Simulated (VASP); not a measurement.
# Pd (P6_3/mmc) in VASP: notebook, part 2 of 2

VASP 6.6.1. The steps go on from the part before.

## (6) Single point, PBE (volume scaled by 0.84)

The input, INCAR:

```
PREC = Accurate
ENCUT = 520
EDIFF = 1E-6
ISMEAR = -1
SIGMA = 0.1
LREAL = False
LASPH = True
NELM = 100
ALGO = Normal
ISIF = 2
LWAVE = False
LCHARG = False
GGA = PE
NBANDS = 17
```

The input, KPOINTS:

```
Automatic mesh
0
Gamma
  17 17 9
```

The input, POSCAR:

```
Pd
1.0
    2.6215762851      0.0000000000      0.0000000000
   -1.3107881426      2.2703516609      0.0000000000
    0.0000000000      0.0000000000      4.3550743585
Pd
2
Direct
    0.3333333333      0.6666666667      0.2500000000
    0.6666666667      0.3333333333      0.7500000000
```

Potentials or basis: VASP PAW PBE potentials, release 64 (Pd).

Run with:

```
$ cat potpaw_PBE.64/Pd/POTCAR > POTCAR
$ mpirun -np 1 vasp_std > vasp.out
```

OUTCAR:

```text
PREC = Accurate
   ENCUT = 520
   EDIFF = 1E-6
   ISMEAR = -1
   LREAL = False
   LASPH = True
   NELM = 100
   ISIF = 2
   GGA = PE

 ion  position               nearest neighbor table
   1  0.333  0.667  0.250-   2 2.65   2 2.65   2 2.65   2 2.65   2 2.65   2 2.65
   2  0.667  0.333  0.750-   1 2.65   1 2.65   1 2.65   1 2.65   1 2.65   1 2.65

  LATTYP: Found a hexagonal cell.
 ALAT       =     2.6215762851
 C/A-ratio  =     1.6612426590

  Lattice vectors:

 A1 = (   2.6215762851,   0.0000000000,   0.0000000000)
 A2 = (  -1.3107881426,   2.2703516609,   0.0000000000)
 A3 = (   0.0000000000,   0.0000000000,   4.3550743585)

Analysis of symmetry for initial positions (statically):
=====================================================================
 Subroutine PRICEL returns:
 Original cell was already a primitive cell.

 Routine SETGRP: Setting up the symmetry group for a
 hexagonal supercell.

 Subroutine GETGRP returns: Found 24 space group operations
 (whereof 12 operations were pure point group operations)
 out of a pool of 24 trial point group operations.

The static configuration has the point symmetry D_3d.
 The point group associated with its full space group is D_6h.

Analysis of symmetry for dynamics (positions and initial velocities):
=====================================================================
 Subroutine PRICEL returns:
 Original cell was already a primitive cell.

 Routine SETGRP: Setting up the symmetry group for a
 hexagonal supercell.

 Subroutine GETGRP returns: Found 24 space group operations
 (whereof 12 operations were pure point group operations)
 out of a pool of 24 trial point group operations.

The dynamic configuration has the point symmetry D_3d.
 The point group associated with its full space group is D_6h.

 Subroutine INISYM returns: Found 24 space group operations
 (whereof 12 operations are pure point group operations),
 and found     1 'primitive' translations

----------------------------------------------------------------------------------------

                                     Primitive cell

  volume of cell :      25.9210

  direct lattice vectors                    reciprocal lattice vectors
     2.621576285  0.000000000  0.000000000     0.381449896  0.220230200  0.000000000
    -1.310788143  2.270351661  0.000000000     0.000000000  0.440460400  0.000000000
     0.000000000  0.000000000  4.355074358     0.000000000  0.000000000  0.229617205

  length of vectors
     2.621576285  2.621576285  4.355074358     0.440460400  0.440460400  0.229617205

  position of ions in fractional coordinates (direct lattice)
     0.333333333  0.666666667  0.250000000
     0.666666667  0.333333333  0.750000000

  ion indices of the primitive-cell ions
   primitive index   ion index
                 1           1
                 2           2

----------------------------------------------------------------------------------------

 KPOINTS: Automatic mesh

Automatic generation of k-mesh.
 Grid dimensions read from file:
 generate k-points for:   17   17    9

 Generating k-lattice:

  Cartesian coordinates                     Fractional coordinates (reciprocal lattice)
     0.022438229  0.012954718  0.000000000     0.058823529  0.000000000  0.000000000
     0.000000000  0.025909435  0.000000000     0.000000000  0.058823529  0.000000000
     0.000000000  0.000000000  0.025513023     0.000000000  0.000000000  0.111111111

  Length of vectors
     0.025909435  0.025909435  0.025513023

  Shift w.r.t. Gamma in fractional coordinates (k-lattice)
     0.000000000  0.000000000  0.000000000

 Subroutine IBZKPT returns following result:
 ===========================================

 Found    165 irreducible k-points:

 Following reciprocal coordinates:
            Coordinates               Weight
  0.000000  0.000000  0.000000      1.000000
  0.058824  0.000000  0.000000      6.000000
  0.117647  0.000000  0.000000      6.000000
  0.176471 -0.000000  0.000000      6.000000
  0.235294  0.000000  0.000000      6.000000
  0.294118 -0.000000  0.000000      6.000000
[... 16 lines left out ...]
  0.411765  0.117647  0.000000     12.000000
  0.176471  0.176471  0.000000      6.000000
 [... further k-points ...]
   k-points           NKPTS =    165   k-points in BZ     NKDIM =    165   number of bands    NBANDS=     17
   number of dos      NEDOS =    301   number of ions     NIONS =      2
   total plane-waves  NPLWV =  12800
   dimension x,y,z NGX =    20 NGY =   20 NGZ =   32
   dimension x,y,z NGXF=    40 NGYF=   40 NGZF=   64
   ions per type =               2
   NGX,Y,Z   is equivalent  to a cutoff of  12.68, 12.68, 12.22 a.u.
   NGXF,Y,Z  is equivalent  to a cutoff of  25.37, 25.37, 24.43 a.u.
 SYSTEM =  unknown system
   PREC   = accura    normal or accurate (medium, high low for compatibility)
   ISTART =      0    job   : 0-new  1-cont  2-samecut
   ICHARG =      2    charge: 1-file 2-atom 10-const
   ISPIN  =      1    spin polarized calculation?
   LNONCOLLINEAR =      F non collinear calculations
   LSORBIT =      F    spin-orbit coupling
   LASPH  =      T    aspherical Exc in radial PAW
   ENCUT  =  520.0 eV  38.22 Ry    6.18 a.u.   4.87  4.87  8.10*2*pi/ulx,y,z
   NELM   =    100;   NELMIN=  2; NELMDL= -5     # of ELM steps
   EDIFF  = 0.1E-05   stopping-criterion for ELM
   LREAL  =      F    real-space projection
   EDIFFG = 0.1E-04   stopping-criterion for IOM
   NSW    =      0    number of steps for IOM
   IBRION =     -1    ionic relax: 0-MD 1-quasi-New 2-CG
   NFREE  =      0    steps in history (QN), initial steepest desc. (CG)
   ISIF   =      2    stress and relaxation
   ISYM   =      2    0-nonsym 1-usesym 2-fastsym
   POTIM  = 0.5000    time-step for ionic-motion
   TEBEG  =    0.0;   TEEND  =   0.0 temperature during run
   PSTRESS=    0.0 pullay stress
   NELECT =      20.0000    total number of electrons
   NUPDOWN=      -1.0000    fix difference up-down
   EMIN   =  10.00;   EMAX   =-10.00  energy-range for DOS
   EFERMI =   0.00;   METHOD = LEGACY
   ISMEAR =    -1;   SIGMA  =   0.10  broadening in eV -4-tet -1-fermi 0-gaus
   EFERMI_NEDOS =   21; number of points for ismear=-14 and -15
   IALGO  =     38    algorithm
   IMIX   =      4    mixing-type and parameters
     AMIX     =   0.40;   BMIX     =  1.00
     AMIX_MAG =   1.60;   BMIX_MAG =  1.00
  volume/ion in A,a.u.               =      12.96        87.46
  Fermi-wavevector in a.u.,A,eV,Ry     =   1.501531  2.837483 30.675650  2.254597
  Thomas-Fermi vector in A             =   2.612890
   LORBIT       =      0    0 simple, 1 ext, 2 COOP (PROOUT), +10 PAW based schemes
   GGA     = PE    functional components
   LHFCALC =     F    Hartree Fock is set to
   AEXX    =    0.0000 exact exchange contribution
   IVDW    =     0    specifies the selected vdW correction
   LEPSILON=     F    determine dielectric tensor
   LRPA    =     F    only Hartree local field effects (RPA)
 non-spin polarized calculation
  energy-cutoff  :      520.00
  volume of cell :       25.92
 maximum number of plane-waves:       714
 NGX is ok and might be reduce to    20
   NGX =  9   NGY =  9   NGZ = 17

 number of electron      20.0000007 magnetization

 Free energy of the ion-electron system (eV)
  ---------------------------------------------------
  ext. energy  EPLUGINS =         0.00000000
  ---------------------------------------------------
  free energy    TOTEN  =        -9.86960595 eV

  energy without entropy =       -9.74811460  energy(sigma->0) =       -9.80886028

 E-fermi :  12.1670     XC(G=0): -14.0074

 val. band max:       12.1667227287   @ k =   0.4118   0.0588   0.1111
 cond. band min:      12.1704579092   @ k =   0.4706   0.0588   0.0000
 fundamental gap:      0.0037351805
 Fermi energy:        12.1669857979

 k-point     1 :       0.0000    0.0000    0.0000
  band No.  band energies     occupation
      1       3.9474      2.00000
      2       5.7394      2.00000
      3       8.5247      2.00000
      4       8.7624      2.00000
      5       8.7624      2.00000
      6       9.2128      2.00000
[... 9 lines left out ...]
     16      32.0969      0.00000
     17      36.2376      0.00000

 k-point     2 :       0.0588    0.0000    0.0000
  band No.  band energies     occupation
      1       4.0753      2.00000
      2       5.8350      2.00000
      3       8.4236      2.00000
      4       8.8452      2.00000
      5       8.8555      2.00000
      6       9.1638      2.00000
[... 9 lines left out ...]
     16      32.1822      0.00000
     17      35.3474      0.00000
[... 421 lines left out ...]
 k-point    24 :       0.1765    0.1765    0.0000
  band No.  band energies     occupation
      1       6.5558      2.00000
      2       7.0803      2.00000
      3       7.3745      2.00000
      4       7.3967      2.00000
      5       8.6679      2.00000
      6       8.8636      2.00000
[... 9 lines left out ...]
     16      29.9244      0.00000
     17      32.2619      0.00000

 [... further k-points ...]
[... 5 lines left out ...]
  --------------------------------------------------------------------------------------
  -------------------------------------------------------------------------------------
  Total        7.3725809      7.3725809      7.3499323     -0.0000000     -0.0000000      0.0000000
  in kB      455.6998874    455.6998874    454.2999784     -0.0000000     -0.0000000      0.0000000
  external PRESSURE =     455.2332511 kB  Pullay stress =       0.0000000 kB

 VOLUME and BASIS-vectors are now :
 -----------------------------------------------------------------------------
  energy-cutoff  :      520.00
  volume of cell :       25.92
      direct lattice vectors                 reciprocal lattice vectors
     2.621576285  0.000000000  0.000000000     0.381449896  0.220230200  0.000000000
    -1.310788143  2.270351661  0.000000000     0.000000000  0.440460400  0.000000000
     0.000000000  0.000000000  4.355074358     0.000000000  0.000000000  0.229617205

 POSITION                                       TOTAL-FORCE (eV/Angst)
 -----------------------------------------------------------------------------------
     -0.00000      1.51357      1.08877         0.000000      0.000000      0.000000
      1.31079      0.75678      3.26631        -0.000000      0.000000      0.000000
 -----------------------------------------------------------------------------------
    total drift:                               -0.000000      0.000000     -0.000000

  FREE ENERGIE OF THE ION-ELECTRON SYSTEM (eV)
  ---------------------------------------------------
  free  energy   TOTEN  =        -9.8696059526 eV

  energy  without entropy=       -9.7481145983  energy(sigma->0) =       -9.80886028
```

OSZICAR:

```text
N       E                     dE             d eps       ncg     rms          rms(c)
DAV:   1     0.112950691292E+03    0.11295E+03   -0.10683E+04  5610   0.118E+03
DAV:   2    -0.862769205670E+01   -0.12158E+03   -0.11530E+03  5802   0.264E+02
DAV:   3    -0.104388287174E+02   -0.18111E+01   -0.17987E+01  6915   0.362E+01
DAV:   4    -0.104496360185E+02   -0.10807E-01   -0.10806E-01  6634   0.265E+00
DAV:   5    -0.104497865768E+02   -0.15056E-03   -0.15056E-03  6836   0.329E-01    0.163E+01
DAV:   6    -0.992943138210E+01    0.52036E+00   -0.83851E-01  6068   0.995E+00    0.833E+00
DAV:   7    -0.987720117351E+01    0.52230E-01   -0.41026E-02  7184   0.212E+00    0.290E+00
DAV:   8    -0.986962139329E+01    0.75798E-02   -0.75857E-03  6363   0.791E-01    0.192E-01
DAV:   9    -0.986959417878E+01    0.27215E-04   -0.65935E-05  6647   0.738E-02    0.228E-02
DAV:  10    -0.986960654573E+01   -0.12367E-04   -0.47314E-06  6787   0.168E-02    0.718E-03
DAV:  11    -0.986960595258E+01    0.59315E-06   -0.17114E-07  3454   0.434E-03
   1 F= -.98696060E+01 E0= -.98088603E+01  d E =-.121491E+00
```

Run time: 30 s. Hardware: 1 thread of Intel Xeon 6975P-C, shared host; peak memory 0.18 GiB.

Results:

```yaml
Free_energy: -9.8696 eV
Pressure: 45.5 GPa
Band_gap_on_the_k_mesh: zero (band 10 reaches 12.40 eV, above the bottom of band 11 at 11.39 eV)
```

Levels at points of the mesh, in eV from the Fermi level:
| k point | band 7 | band 8 | band 9 | band 10 | band 11 | band 12 | band 13 | band 14 |
| --- | --- | --- | --- | --- | --- | --- | --- | --- |
| (0.00, 0.00, 0.00) | -2.95 | -2.12 | -2.12 | -0.32 | -0.32 | 0.53 | 8.13 | 17.17 |

## (7) Overview

| cell | gap on the mesh (eV) | pressure (GPa) |
| --- | --- | --- |
| a = 2.444, b = 2.444, c = 4.057 Å, angles 90.0, 90.0, 120.0°, 2 atoms | none | 177.7 |
| a = 2.536, b = 2.536, c = 4.212 Å, angles 90.0, 90.0, 120.0°, 2 atoms | none | 94.1 |
| a = 2.622, b = 2.622, c = 4.355 Å, angles 90.0, 90.0, 120.0°, 2 atoms | none | 45.5 |

Alike in all rows: task single point; level PBE; potentials or basis VASP PAW PBE potentials, release 64 (Pd); no spin polarisation; k mesh 17 × 17 × 9; cutoff (eV) 520; smearing fermi-dirac 0.1 eV.

Total energies depend on the potentials used, so only differences within one code and one set of settings carry meaning.
